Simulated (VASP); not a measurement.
Set up this calculation in VASP 6.6.1, as the native input.

* Task: single point
* Functional: PBE
* Potentials or basis: VASP PAW PBE potentials, release 64 (Be, Zn, Se)
* Cutoff: 520 eV
* k mesh: 6 × 6 × 1
* Occupations: gaussian, width 0.1 eV
* Spin: no spin polarisation
* Dipole correction: no
* Further INCAR settings: ALGO = Normal; EDIFF = 1e-07; NBANDS = 41

The structure of Be5ZnSe6 lies in POSCAR:

```
Be5ZnSe6
1.0
    3.7313964900      0.0000000000      0.0000000000
   -1.8656982500      3.2314841600      0.0000000000
    0.0000000000      0.0000000000     18.2800348800
Be Zn Se
5 1 6
Direct
    0.0000000000      0.0000000000      0.0000000000
    0.6666666700      0.3333333300      0.6666666700
    0.0000000000      0.0000000000      0.5000000000
    0.3333333300      0.6666666700      0.3333333300
    0.6666666700      0.3333333300      0.1666666700
    0.3333333300      0.6666666700      0.8333333300
    0.3333333300      0.6666666700      0.9583333300
    0.6666666700      0.3333333300      0.7916666700
    0.0000000000      0.0000000000      0.6250000000
    0.3333333300      0.6666666700      0.4583333300
    0.6666666700      0.3333333300      0.2916666700
    0.0000000000      0.0000000000      0.1250000000
```

The input as run:

INCAR

```
PREC = Accurate ; ENCUT = 520
EDIFF = 1E-7 ; ISMEAR = 0
SIGMA = 0.1 ; LREAL = F
LASPH = T ; NELM = 80
ALGO = Normal ; ISIF = 2
LWAVE = F ; LCHARG = F
GGA = PE ; NBANDS = 41
```

KPOINTS

```
regular mesh
0
Gamma
  6 6 1
```

Potentials or basis: VASP PAW PBE potentials, release 64 (Be, Zn, Se).

Run with:

```console
$ cat potpaw_PBE.64/Be/POTCAR potpaw_PBE.64/Zn/POTCAR potpaw_PBE.64/Se/POTCAR > POTCAR
$ mpirun -np 1 vasp_std > vasp.out
```

Results of the run:

```yaml
Pressure: 1.1 GPa
Largest_force: 2.041 eV/Å
Band_gap_on_the_k_mesh: 2.48 eV (least direct gap 3.24 eV)
```

Caveat: an odd mesh through Γ misses points on the zone boundary, where band edges can lie; forces of over 1 eV/Å act on the atoms, so gaps and moduli don't describe the material at rest.

It took 2.8 min on 1 thread of Intel Xeon 8259CL (shared host), peak memory 0.34 GiB.
